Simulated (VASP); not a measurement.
# Pd (Fm-3m) in VASP: a series of runs, part 2 of 2

VASP 6.6.1. Earlier steps stand in the parts before.

**4. Single point, LDA**

This run uses another cell than the first one, of 14.75 Å³/atom, 1.042 times its volume.

The input, INCAR:

```
SYSTEM = Pd
PREC     = Accurate       ! precision mode
ENCUT    = 520            ! plane-wave cutoff, eV
EDIFF    = 1E-6           ! SCF threshold, eV
ISMEAR   = -1             ! smearing method
SIGMA    = 0.05           ! smearing width, eV
LREAL    = .False.        ! projectors in reciprocal space
LASPH    = .True.         ! aspherical terms in the spheres
NELM     = 80             ! most SCF steps
ALGO     = Fast           ! electronic algorithm
ISIF     = 2              ! what is computed and relaxed
LWAVE    = .False.        ! write WAVECAR
LCHARG   = .False.        ! write CHGCAR
NBANDS   = 11             ! bands
```

The input, KPOINTS:

```
Automatic mesh
0
Gamma
  12 12 12
  0 0 0
```

The input, POSCAR:

```
Pd
1.0
    0.0000000000      1.9465000000      1.9465000000
    1.9465000000      0.0000000000      1.9465000000
    1.9465000000      1.9465000000      0.0000000000
Pd
1
Direct
    0.0000000000      0.0000000000      0.0000000000
```

Potentials or basis: VASP PAW LDA potentials, release 64 (Pd).

Run with:

```sh
$ cat potpaw_LDA.64/Pd/POTCAR > POTCAR
$ mpirun -np 1 vasp_std > vasp.out
```

OUTCAR:

```text
SYSTEM = Pd
   PREC = Accurate
   ENCUT = 520
   EDIFF = 1E-6
   ISMEAR = -1
   LREAL = .False.
   LASPH = .True.
   NELM = 80
   ISIF = 2

 ion  position               nearest neighbor table
   1  0.000  0.000  0.000-

  LATTYP: Found a face centered cubic cell.
 ALAT       =     3.8930000000

  Lattice vectors:

 A1 = (   0.0000000000,   1.9465000000,   1.9465000000)
 A2 = (   1.9465000000,   0.0000000000,   1.9465000000)
 A3 = (   1.9465000000,   1.9465000000,   0.0000000000)

Analysis of symmetry for initial positions (statically):
[... 33 lines left out ...]
                                     Primitive cell

  volume of cell :      14.7500

  direct lattice vectors                    reciprocal lattice vectors
     0.000000000  1.946500000  1.946500000    -0.256871307  0.256871307  0.256871307
     1.946500000  0.000000000  1.946500000     0.256871307 -0.256871307  0.256871307
     1.946500000  1.946500000  0.000000000     0.256871307  0.256871307 -0.256871307

  length of vectors
     2.752766699  2.752766699  2.752766699     0.444914156  0.444914156  0.444914156

  position of ions in fractional coordinates (direct lattice)
     0.000000000  0.000000000  0.000000000

  ion indices of the primitive-cell ions
   primitive index   ion index
                 1           1

----------------------------------------------------------------------------------------

 KPOINTS: Automatic mesh

Automatic generation of k-mesh.
 Grid dimensions read from file:
 generate k-points for:   12   12   12

 Generating k-lattice:

  Cartesian coordinates                     Fractional coordinates (reciprocal lattice)
    -0.021405942  0.021405942  0.021405942     0.083333333  0.000000000  0.000000000
     0.021405942 -0.021405942  0.021405942     0.000000000  0.083333333  0.000000000
     0.021405942  0.021405942 -0.021405942     0.000000000  0.000000000  0.083333333

  Length of vectors
     0.037076180  0.037076180  0.037076180

  Shift w.r.t. Gamma in fractional coordinates (k-lattice)
     0.000000000  0.000000000  0.000000000

 Subroutine IBZKPT returns following result:
 ===========================================

 Found     72 irreducible k-points:

 Following reciprocal coordinates:
            Coordinates               Weight
  0.000000  0.000000  0.000000      1.000000
  0.083333  0.000000  0.000000      8.000000
  0.166667  0.000000  0.000000      8.000000
  0.250000  0.000000  0.000000      8.000000
  0.333333  0.000000  0.000000      8.000000
  0.416667  0.000000  0.000000      8.000000
[... 16 lines left out ...]
  0.500000  0.166667  0.000000     24.000000
 -0.416667  0.166667  0.000000     24.000000
 [... further k-points ...]
   k-points           NKPTS =     72   k-points in BZ     NKDIM =     72   number of bands    NBANDS=     11
   number of dos      NEDOS =    301   number of ions     NIONS =      1
   total plane-waves  NPLWV =   8000
   dimension x,y,z NGX =    20 NGY =   20 NGZ =   20
   dimension x,y,z NGXF=    40 NGYF=   40 NGZF=   40
   ions per type =               1
   NGX,Y,Z   is equivalent  to a cutoff of  12.08, 12.08, 12.08 a.u.
   NGXF,Y,Z  is equivalent  to a cutoff of  24.16, 24.16, 24.16 a.u.
 SYSTEM =  Pd
   PREC   = accura    normal or accurate (medium, high low for compatibility)
   ISTART =      0    job   : 0-new  1-cont  2-samecut
   ICHARG =      2    charge: 1-file 2-atom 10-const
   ISPIN  =      1    spin polarized calculation?
   LNONCOLLINEAR =      F non collinear calculations
   LSORBIT =      F    spin-orbit coupling
   LASPH  =      T    aspherical Exc in radial PAW
   ENCUT  =  520.0 eV  38.22 Ry    6.18 a.u.   5.12  5.12  5.12*2*pi/ulx,y,z
   NELM   =     80;   NELMIN=  2; NELMDL= -5     # of ELM steps
   EDIFF  = 0.1E-05   stopping-criterion for ELM
   LREAL  =      F    real-space projection
   EDIFFG = 0.1E-04   stopping-criterion for IOM
   NSW    =      0    number of steps for IOM
   IBRION =     -1    ionic relax: 0-MD 1-quasi-New 2-CG
   NFREE  =      0    steps in history (QN), initial steepest desc. (CG)
   ISIF   =      2    stress and relaxation
   ISYM   =      2    0-nonsym 1-usesym 2-fastsym
   POTIM  = 0.5000    time-step for ionic-motion
   TEBEG  =    0.0;   TEEND  =   0.0 temperature during run
   PSTRESS=    0.0 pullay stress
   NELECT =      10.0000    total number of electrons
   NUPDOWN=      -1.0000    fix difference up-down
   EMIN   =  10.00;   EMAX   =-10.00  energy-range for DOS
   EFERMI =   0.00;   METHOD = LEGACY
   ISMEAR =    -1;   SIGMA  =   0.05  broadening in eV -4-tet -1-fermi 0-gaus
   EFERMI_NEDOS =   21; number of points for ismear=-14 and -15
   IALGO  =     68    algorithm
   IMIX   =      4    mixing-type and parameters
     AMIX     =   0.40;   BMIX     =  1.00
     AMIX_MAG =   1.60;   BMIX_MAG =  1.00
  volume/ion in A,a.u.               =      14.75        99.54
  Fermi-wavevector in a.u.,A,eV,Ry     =   1.438171  2.717748 28.141404  2.068335
  Thomas-Fermi vector in A             =   2.557167
   LORBIT       =      0    0 simple, 1 ext, 2 COOP (PROOUT), +10 PAW based schemes
   GGA     = CA    functional components
   LHFCALC =     F    Hartree Fock is set to
   AEXX    =    0.0000 exact exchange contribution
   IVDW    =     0    specifies the selected vdW correction
   LEPSILON=     F    determine dielectric tensor
   LRPA    =     F    only Hartree local field effects (RPA)
 non-spin polarized calculation
 RMM-DIIS sequential band-by-band and
  energy-cutoff  :      520.00
  volume of cell :       14.75
 maximum number of plane-waves:       415
   NGX = 11   NGY = 11   NGZ = 11

 number of electron      10.0000000 magnetization

 number of electron       9.9999999 magnetization

 Free energy of the ion-electron system (eV)
  ---------------------------------------------------
  ext. energy  EPLUGINS =         0.00000000
  ---------------------------------------------------
  free energy    TOTEN  =        -6.49360412 eV

  energy without entropy =       -6.47398185  energy(sigma->0) =       -6.48379298

 E-fermi :   9.5597     XC(G=0): -13.5192

 val. band max:        9.5590363388   @ k =   0.5000   0.0000   0.0000
 cond. band min:       9.5601927686   @ k =   0.4167   0.4167   0.0000
 fundamental gap:      0.0011564299
 Fermi energy:         9.5597275204

 k-point     1 :       0.0000    0.0000    0.0000
  band No.  band energies     occupation
      1       2.3548      2.00000
      2       6.7075      2.00000
      3       6.7075      2.00000
      4       6.7075      2.00000
      5       8.3545      2.00000
      6       8.3545      2.00000
      7      26.7253      0.00000
      8      31.4440      0.00000
      9      31.4440      0.00000
     10      31.4440      0.00000
     11      36.8209      0.00000

 k-point     2 :       0.0833    0.0000    0.0000
  band No.  band energies     occupation
      1       2.6053      2.00000
      2       6.6211      2.00000
      3       6.7931      2.00000
      4       6.7931      2.00000
      5       8.3151      2.00000
      6       8.3151      2.00000
      7      26.9811      0.00000
      8      29.9775      0.00000
      9      31.7332      0.00000
     10      31.7332      0.00000
     11      37.2220      0.00000

 k-point     3 :       0.1667    0.0000    0.0000
  band No.  band energies     occupation
      1       3.2839      2.00000
      2       6.4709      2.00000
      3       6.9675      2.00000
      4       6.9675      2.00000
      5       8.2876      2.00000
      6       8.2876      2.00000
      7      26.7927      0.00000
      8      28.0346      0.00000
      9      32.4832      0.00000
     10      32.4832      0.00000
     11      35.8160      0.00000
[... 267 lines left out ...]
 k-point    23 :       0.5000    0.1667    0.0000
  band No.  band energies     occupation
      1       4.7910      2.00000
      2       6.2375      2.00000
      3       7.2832      2.00000
      4       7.4153      2.00000
      5       9.6021      0.59970
      6      12.6119      0.00000
      7      17.6025      0.00000
      8      25.9563      0.00000
      9      28.2814      0.00000
     10      28.8469      0.00000
     11      35.4566      0.00000

 k-point    24 :      -0.4167    0.1667    0.0000
  band No.  band energies     occupation
      1       4.8424      2.00000
      2       6.2434      2.00000
      3       7.2146      2.00000
      4       7.6242      2.00000
      5       9.3284      1.98063
      6      13.1637      0.00000
      7      17.0981      0.00000
      8      25.3684      0.00000
      9      28.3609      0.00000
     10      29.3363      0.00000
     11      36.1592      0.00000

 [... further k-points ...]
[... 5 lines left out ...]
  --------------------------------------------------------------------------------------
  -------------------------------------------------------------------------------------
  Total       -0.7761686     -0.7761686     -0.7761686     -0.0000000     -0.0000000      0.0000000
  in kB      -84.3089016    -84.3089016    -84.3089016     -0.0000000     -0.0000000      0.0000000
  external PRESSURE =     -84.3089016 kB  Pullay stress =       0.0000000 kB

 VOLUME and BASIS-vectors are now :
 -----------------------------------------------------------------------------
  energy-cutoff  :      520.00
  volume of cell :       14.75
      direct lattice vectors                 reciprocal lattice vectors
     0.000000000  1.946500000  1.946500000    -0.256871307  0.256871307  0.256871307
     1.946500000  0.000000000  1.946500000     0.256871307 -0.256871307  0.256871307
     1.946500000  1.946500000  0.000000000     0.256871307  0.256871307 -0.256871307

 POSITION                                       TOTAL-FORCE (eV/Angst)
 -----------------------------------------------------------------------------------
      0.00000      0.00000      0.00000         0.000000      0.000000      0.000000
 -----------------------------------------------------------------------------------
    total drift:                                0.000000      0.000000      0.000000

  FREE ENERGIE OF THE ION-ELECTRON SYSTEM (eV)
  ---------------------------------------------------
  free  energy   TOTEN  =        -6.4936041218 eV

  energy  without entropy=       -6.4739818472  energy(sigma->0) =       -6.48379298
```

Run time: 16 s. Hardware: 1 thread of Intel Xeon 8259CL, shared host; peak memory 0.12 GiB.

What came out:

```
Free energy            : -6.4936 eV
Pressure               : -8.4 GPa
Band gap on the k mesh : zero (band 5 reaches 9.87 eV, above the bottom of band 6 at 8.29 eV)
```

Levels at points of the mesh, in eV from the Fermi level:
| k point | band 3 | band 4 | band 5 | band 6 | band 7 | band 8 |
| --- | --- | --- | --- | --- | --- | --- |
| (0.00, 0.00, 0.00) | -2.85 | -2.85 | -1.21 | -1.21 | 17.17 | 21.88 |
| (0.50, 0.00, 0.00) | -2.89 | 0.00 | 0.00 | 0.98 | 7.27 | 16.54 |
| (0.50, 0.50, 0.00) | -0.02 | 0.31 | 0.31 | 3.28 | 10.74 | 13.09 |

**5. Summary**

| cell | gap on the mesh (eV) | pressure (GPa) |
| --- | --- | --- |
| a = 2.716 Å, angles 60.0°, 1 atom | none | -0.2 |
| a = 2.734 Å, angles 60.0°, 1 atom | none | -4.6 |
| a = 2.753 Å, angles 60.0°, 1 atom | none | -8.4 |

Alike in all rows: task single point; level LDA; potentials or basis VASP PAW LDA potentials, release 64 (Pd); no spin polarisation; k mesh 12 × 12 × 12; cutoff (eV) 520; smearing fermi-dirac 0.05 eV.

Total energies depend on the potentials used, so only differences within one code and one set of settings carry meaning.
